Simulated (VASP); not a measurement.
# Fe (Fd-3m) in VASP: further runs

The runs below take Fe through single point, relaxation of cell and atoms, with PBEsol.

All numbers are computed with VASP 6.6.1; they aren't measurements. Logs are shortened: lines on timing, memory, paths and dates and some standing lists are left out, and cuts for length are marked.

## Step 1: The cell of the first run

It takes space group Fd-3m (No. 227, cubic). The conventional cell has a = 4.807 Å, b = 4.807 Å, c = 4.807 Å, α = 90.00°, β = 90.00°, γ = 90.00°. Fe (site symmetry -43m) has 4 Fe at 2.08 Å within 2.8 Å.

## Step 2: Single point, PBEsol

Contents of INCAR:

```
SYSTEM = Fe
ALGO = Normal
EDIFF = 1E-6
ENCUT = 520
GGA = PS
ISIF = 2
ISMEAR = -1
LASPH = .True.
LCHARG = .False.
LREAL = .False.
LWAVE = .False.
NBANDS = 15
NELM = 80
PREC = Accurate
SIGMA = 0.1
```

Contents of KPOINTS:

```
k-points
0
Gamma
  11 11 11
  0 0 0
```

Contents of POSCAR:

```
Fe
1.0
    0.0000000000      2.4033847399      2.4033847399
    2.4033847399      0.0000000000      2.4033847399
    2.4033847399      2.4033847399      0.0000000000
Fe
2
Direct
    0.1250000000      0.1250000000      0.1250000000
    0.8750000000      0.8750000000      0.8750000000
```

Potentials or basis: VASP PAW PBE potentials, release 64 (Fe).

The run is started by

```sh
cat potpaw_PBE.64/Fe/POTCAR > POTCAR
mpirun -np 1 vasp_std > vasp.out
```

OUTCAR:

```text
SYSTEM = Fe
   EDIFF = 1E-6
   ENCUT = 520
   GGA = PS
   ISIF = 2
   ISMEAR = -1
   LASPH = .True.
   LREAL = .False.
   NELM = 80
   PREC = Accurate

 ion  position               nearest neighbor table
   1  0.125  0.125  0.125-   2 2.08   2 2.08   2 2.08   2 2.08
   2  0.875  0.875  0.875-   1 2.08   1 2.08   1 2.08   1 2.08

  LATTYP: Found a face centered cubic cell.
 ALAT       =     4.8067694798

  Lattice vectors:

 A1 = (   0.0000000000,   2.4033847399,   2.4033847399)
 A2 = (   2.4033847399,   0.0000000000,   2.4033847399)
 A3 = (   2.4033847399,   2.4033847399,   0.0000000000)

Analysis of symmetry for initial positions (statically):
=====================================================================
 Subroutine PRICEL returns:
 Original cell was already a primitive cell.

 Routine SETGRP: Setting up the symmetry group for a
 face centered cubic supercell.

 Subroutine GETGRP returns: Found 48 space group operations
 (whereof 12 operations were pure point group operations)
 out of a pool of 48 trial point group operations.

The static configuration has the point symmetry D_3d.
 The point group associated with its full space group is O_h .

Analysis of symmetry for dynamics (positions and initial velocities):
=====================================================================
 Subroutine PRICEL returns:
 Original cell was already a primitive cell.

 Routine SETGRP: Setting up the symmetry group for a
 face centered cubic supercell.

 Subroutine GETGRP returns: Found 48 space group operations
 (whereof 12 operations were pure point group operations)
 out of a pool of 48 trial point group operations.

The dynamic configuration has the point symmetry D_3d.
 The point group associated with its full space group is O_h .

 Subroutine INISYM returns: Found 48 space group operations
 (whereof 12 operations are pure point group operations),
 and found     1 'primitive' translations

----------------------------------------------------------------------------------------

                                     Primitive cell

  volume of cell :      27.7651

  direct lattice vectors                    reciprocal lattice vectors
     0.000000000  2.403384740  2.403384740    -0.208039933  0.208039933  0.208039933
     2.403384740  0.000000000  2.403384740     0.208039933 -0.208039933  0.208039933
     2.403384740  2.403384740  0.000000000     0.208039933  0.208039933 -0.208039933

  length of vectors
     3.398899295  3.398899295  3.398899295     0.360335734  0.360335734  0.360335734

  position of ions in fractional coordinates (direct lattice)
     0.125000000  0.125000000  0.125000000
     0.875000000  0.875000000  0.875000000

  ion indices of the primitive-cell ions
   primitive index   ion index
                 1           1
                 2           2

----------------------------------------------------------------------------------------

 KPOINTS: k-points

Automatic generation of k-mesh.
 Grid dimensions read from file:
 generate k-points for:   11   11   11

 Generating k-lattice:

  Cartesian coordinates                     Fractional coordinates (reciprocal lattice)
    -0.018912721  0.018912721  0.018912721     0.090909091  0.000000000  0.000000000
     0.018912721 -0.018912721  0.018912721     0.000000000  0.090909091  0.000000000
     0.018912721  0.018912721 -0.018912721     0.000000000  0.000000000  0.090909091

  Length of vectors
     0.032757794  0.032757794  0.032757794

  Shift w.r.t. Gamma in fractional coordinates (k-lattice)
     0.000000000  0.000000000  0.000000000

 Subroutine IBZKPT returns following result:
 ===========================================

 Found     56 irreducible k-points:

 Following reciprocal coordinates:
            Coordinates               Weight
  0.000000  0.000000  0.000000      1.000000
  0.090909  0.000000  0.000000      8.000000
  0.181818  0.000000  0.000000      8.000000
  0.272727  0.000000  0.000000      8.000000
  0.363636  0.000000  0.000000      8.000000
  0.454545  0.000000  0.000000      8.000000
[... 16 lines left out ...]
 -0.272727  0.181818  0.000000     24.000000
 -0.181818  0.181818  0.000000     12.000000
 [... further k-points ...]
   k-points           NKPTS =     56   k-points in BZ     NKDIM =     56   number of bands    NBANDS=     15
   number of dos      NEDOS =    301   number of ions     NIONS =      2
   total plane-waves  NPLWV =  21952
   dimension x,y,z NGX =    28 NGY =   28 NGZ =   28
   dimension x,y,z NGXF=    56 NGYF=   56 NGZF=   56
   ions per type =               2
   NGX,Y,Z   is equivalent  to a cutoff of  13.70, 13.70, 13.70 a.u.
   NGXF,Y,Z  is equivalent  to a cutoff of  27.39, 27.39, 27.39 a.u.
 SYSTEM =  Fe
   PREC   = accura    normal or accurate (medium, high low for compatibility)
   ISTART =      0    job   : 0-new  1-cont  2-samecut
   ICHARG =      2    charge: 1-file 2-atom 10-const
   ISPIN  =      1    spin polarized calculation?
   LNONCOLLINEAR =      F non collinear calculations
   LSORBIT =      F    spin-orbit coupling
   LASPH  =      T    aspherical Exc in radial PAW
   ENCUT  =  520.0 eV  38.22 Ry    6.18 a.u.   6.32  6.32  6.32*2*pi/ulx,y,z
   NELM   =     80;   NELMIN=  2; NELMDL= -5     # of ELM steps
   EDIFF  = 0.1E-05   stopping-criterion for ELM
   LREAL  =      F    real-space projection
   EDIFFG = 0.1E-04   stopping-criterion for IOM
   NSW    =      0    number of steps for IOM
   IBRION =     -1    ionic relax: 0-MD 1-quasi-New 2-CG
   NFREE  =      0    steps in history (QN), initial steepest desc. (CG)
   ISIF   =      2    stress and relaxation
   ISYM   =      2    0-nonsym 1-usesym 2-fastsym
   POTIM  = 0.5000    time-step for ionic-motion
   TEBEG  =    0.0;   TEEND  =   0.0 temperature during run
   PSTRESS=    0.0 pullay stress
   NELECT =      16.0000    total number of electrons
   NUPDOWN=      -1.0000    fix difference up-down
   EMIN   =  10.00;   EMAX   =-10.00  energy-range for DOS
   EFERMI =   0.00;   METHOD = LEGACY
   ISMEAR =    -1;   SIGMA  =   0.10  broadening in eV -4-tet -1-fermi 0-gaus
   EFERMI_NEDOS =   21; number of points for ismear=-14 and -15
   IALGO  =     38    algorithm
   IMIX   =      4    mixing-type and parameters
     AMIX     =   0.40;   BMIX     =  1.00
     AMIX_MAG =   1.60;   BMIX_MAG =  1.00
  volume/ion in A,a.u.               =      13.88        93.68
  Fermi-wavevector in a.u.,A,eV,Ry     =   1.362328  2.574426 25.251546  1.855936
  Thomas-Fermi vector in A             =   2.488827
   LORBIT       =      0    0 simple, 1 ext, 2 COOP (PROOUT), +10 PAW based schemes
   GGA     = PS    functional components
   LHFCALC =     F    Hartree Fock is set to
   AEXX    =    0.0000 exact exchange contribution
   IVDW    =     0    specifies the selected vdW correction
   LEPSILON=     F    determine dielectric tensor
   LRPA    =     F    only Hartree local field effects (RPA)
 non-spin polarized calculation
  energy-cutoff  :      520.00
  volume of cell :       27.77
 maximum number of plane-waves:       760
 NGX is ok and might be reduce to    28
   NGX = 13   NGY = 13   NGZ = 13

 number of electron      16.0000006 magnetization

 Free energy of the ion-electron system (eV)
  ---------------------------------------------------
  ext. energy  EPLUGINS =         0.00000000
  ---------------------------------------------------
  free energy    TOTEN  =       -15.34948291 eV

  energy without entropy =      -15.26929633  energy(sigma->0) =      -15.30938962

 E-fermi :   3.7863     XC(G=0): -11.9016

 val. band max:        3.7827343151   @ k =   0.2727   0.1818   0.0000
 cond. band min:       3.7940869117   @ k =   0.4545   0.3636   0.0909
 fundamental gap:      0.0113525965
 Fermi energy:         3.7862635532

 k-point     1 :       0.0000    0.0000    0.0000
  band No.  band energies     occupation
      1      -3.1060      2.00000
      2       0.8725      2.00000
      3       0.8725      2.00000
      4       1.2225      2.00000
      5       1.2225      2.00000
      6       1.2225      2.00000
      7       3.3622      1.97161
      8       3.3622      1.97161
      9       3.3622      1.97161
     10       5.0985      0.00000
     11       5.0985      0.00000
     12      18.4584      0.00000
     13      18.4584      0.00000
     14      18.4584      0.00000
     15      18.7055      0.00000

 k-point     2 :       0.0909    0.0000    0.0000
  band No.  band energies     occupation
      1      -2.9302      2.00000
      2       0.7826      2.00000
      3       0.7826      2.00000
      4       1.2329      2.00000
      5       1.3594      2.00000
      6       1.3594      2.00000
      7       3.2630      1.98938
      8       3.3490      1.97509
      9       3.3490      1.97509
     10       5.0972      0.00000
     11       5.0972      0.00000
     12      15.7175      0.00000
     13      17.4515      0.00000
     14      17.4515      0.00000
     15      18.9181      0.00000

 k-point     3 :       0.1818    0.0000    0.0000
  band No.  band energies     occupation
      1      -2.4189      2.00000
      2       0.6908      2.00000
      3       0.6908      2.00000
      4       1.2789      2.00000
      5       1.5493      2.00000
      6       1.5493      2.00000
      7       2.9841      1.99934
      8       3.3542      1.97376
      9       3.3542      1.97376
     10       5.0843      0.00000
     11       5.0843      0.00000
     12      12.8876      0.00000
     13      16.5134      0.00000
     14      16.5134      0.00000
     15      18.1141      0.00000

 k-point     4 :       0.2727    0.0000    0.0000
  band No.  band energies     occupation
      1      -1.6284      2.00000
      2       0.6906      2.00000
      3       0.6906      2.00000
      4       1.3804      2.00000
      5       1.6007      2.00000
      6       1.6007      2.00000
      7       2.5986      1.99999
      8       3.4739      1.91575
      9       3.4739      1.91575
     10       5.0395      0.00001
     11       5.0395      0.00001
     12      10.3071      0.00000
     13      15.7555      0.00000
     14      15.7555      0.00000
     15      17.4180      0.00000
[... 307 lines left out ...]
 k-point    22 :      -0.3636    0.1818    0.0000
  band No.  band energies     occupation
      1      -0.0257      2.00000
      2       0.7003      2.00000
      3       0.7882      2.00000
      4       1.1431      2.00000
      5       1.6905      2.00000
      6       1.9340      2.00000
      7       2.8813      1.99977
      8       3.3218      1.98096
      9       4.1716      0.04153
     10       4.7377      0.00015
     11       5.1690      0.00000
     12       7.1154      0.00000
     13      11.0616      0.00000
     14      13.7899      0.00000
     15      16.2241      0.00000

 k-point    23 :      -0.2727    0.1818    0.0000
  band No.  band energies     occupation
      1      -0.6116      2.00000
      2       0.5288      2.00000
      3       0.9085      2.00000
      4       1.1425      2.00000
      5       1.5632      2.00000
      6       2.0794      2.00000
      7       2.6988      1.99996
      8       3.0772      1.99834
      9       4.2138      0.02744
     10       4.4864      0.00182
     11       5.2620      0.00000
     12       9.0294      0.00000
     13      11.0514      0.00000
     14      15.0479      0.00000
     15      16.6803      0.00000

 k-point    24 :      -0.1818    0.1818    0.0000
  band No.  band energies     occupation
      1      -1.3833      2.00000
      2       0.4614      2.00000
      3       0.9094      2.00000
      4       1.2003      2.00000
      5       1.5218      2.00000
      6       2.0070      2.00000
      7       2.6854      1.99997
      8       3.0563      1.99865
      9       3.9272      0.39253
     10       4.6611      0.00032
     11       5.2672      0.00000
     12      11.3401      0.00000
     13      11.4748      0.00000
     14      16.5350      0.00000
     15      17.3112      0.00000

 [... further k-points ...]
[... 5 lines left out ...]
  --------------------------------------------------------------------------------------
  -------------------------------------------------------------------------------------
  Total       -0.2927178     -0.2927178     -0.2927178      0.0000000      0.0000000      0.0000000
  in kB      -16.8911744    -16.8911744    -16.8911744      0.0000000      0.0000000      0.0000000
  external PRESSURE =     -16.8911744 kB  Pullay stress =       0.0000000 kB

 VOLUME and BASIS-vectors are now :
 -----------------------------------------------------------------------------
  energy-cutoff  :      520.00
  volume of cell :       27.77
      direct lattice vectors                 reciprocal lattice vectors
     0.000000000  2.403384740  2.403384740    -0.208039933  0.208039933  0.208039933
     2.403384740  0.000000000  2.403384740     0.208039933 -0.208039933  0.208039933
     2.403384740  2.403384740  0.000000000     0.208039933  0.208039933 -0.208039933

 POSITION                                       TOTAL-FORCE (eV/Angst)
 -----------------------------------------------------------------------------------
      0.60085      0.60085      0.60085        -0.000000     -0.000000     -0.000000
      4.20592      4.20592      4.20592         0.000000      0.000000      0.000000
 -----------------------------------------------------------------------------------
    total drift:                                0.000000     -0.000000     -0.000000

  FREE ENERGIE OF THE ION-ELECTRON SYSTEM (eV)
  ---------------------------------------------------
  free  energy   TOTEN  =       -15.3494829063 eV

  energy  without entropy=      -15.2692963321  energy(sigma->0) =      -15.30938962
```

It took 18 s on 1 thread of AMD EPYC 9R14 (Zen 4), shared host; peak memory 0.13 GiB.

Results:

| Item | Value |
| --- | --- |
| Free energy | -15.3495 eV |
| Pressure | -1.7 GPa |
| Band gap on the k mesh | zero (band 8 reaches 4.05 eV, above the bottom of band 9 at 3.35 eV) |

Levels at points of the mesh, in eV from the Fermi level:
```csv
k point,band 5,band 6,band 7,band 8,band 9,band 10,band 11,band 12
"(0.00, 0.00, 0.00)",-2.56,-2.56,-0.42,-0.42,-0.42,1.31,1.31,14.67
```

Caveat: the PAW data sets were made with another functional, which shifts forces and pressure a little; the run has no spin polarisation, though such a crystal can be magnetic. Spin polarisation is off, so any magnetic state and its effect on volume and gap are missing.

## Step 3: Relaxation of cell and atoms, PBEsol

This run uses another cell than the first one, of 15.90 Å³/atom, 1.145 times its volume.

Contents of INCAR:

```
PREC = Accurate
ENCUT = 600
EDIFF = 1E-6
ISMEAR = -1
SIGMA = 0.1
LREAL = False
LASPH = True
NELM = 60
ALGO = Normal
ISIF = 3
LWAVE = False
LCHARG = False
GGA = PS
IBRION = 2
NSW = 80
EDIFFG = -0.01
```

Contents of KPOINTS:

```
Automatic mesh
0
Gamma
  11 11 11
```

Contents of POSCAR:

```
Fe
1.0
    0.0000000000      2.5145090540      2.5145090540
    2.5145090540      0.0000000000      2.5145090540
    2.5145090540      2.5145090540      0.0000000000
Fe
2
Direct
    0.1250000000      0.1250000000      0.1250000000
    0.8750000000      0.8750000000      0.8750000000
```

Potentials or basis: VASP PAW PBE potentials, release 64 (Fe).

The run is started by

```sh
cat potpaw_PBE.64/Fe/POTCAR > POTCAR
mpirun -np 1 vasp_std > vasp.out
```

Wall time 48 s (1 thread of AMD EPYC 9R14 (Zen 4), shared host); peak memory 0.14 GiB.

Results (log left out):

```
Free energy                            : -15.3525 eV
Relaxed volume                         : 13.74 Å³/atom
Relaxed cell                           : a = 3.387 Å, b = 3.387 Å, c = 3.387 Å, α = 60.00°, β = 60.00°, γ = 60.00°
Space group after relaxing (to 0.05 Å) : Fd-3m (No. 227)
Energy gained by relaxing              : 139.0 meV/atom
Ionic steps                            : 4
Pressure after relaxing                : 0.0 GPa
Band gap on the k mesh                 : zero (band 8 reaches 4.15 eV, above the bottom of band 9 at 3.44 eV)
```

Step by step:
```tsv
step	energy change (eV)	largest force (eV/Å)	pressure (GPa)	volume (Å³)
1	0.0000	0.0000	-18.06	31.80
2	-0.0264	0.0000	27.83	24.24
3	-0.2780	0.0000	-0.54	27.55
4	-0.2781	0.0000	0.00	27.47
```

Final structure:
```
Fe
1.0
     0.00000    2.39493    2.39493
     2.39493    0.00000    2.39493
     2.39493    2.39493    0.00000
Fe
2
Direct
  0.12500 0.12500 0.12500
  0.87500 0.87500 0.87500
```

Levels at points of the mesh, in eV from the Fermi level:
| k point | band 6 | band 7 | band 8 | band 9 | band 10 | band 11 |
| --- | --- | --- | --- | --- | --- | --- |
| (0.00, 0.00, 0.00) | -2.59 | -0.43 | -0.43 | -0.43 | 1.33 | 1.33 |

Caveat: the PAW data sets were made with another functional, which shifts forces and pressure a little; the run has no spin polarisation, though such a crystal can be magnetic. Spin polarisation is off, so any magnetic state and its effect on volume and gap are missing.

(Part 1 of 2 ends here.)
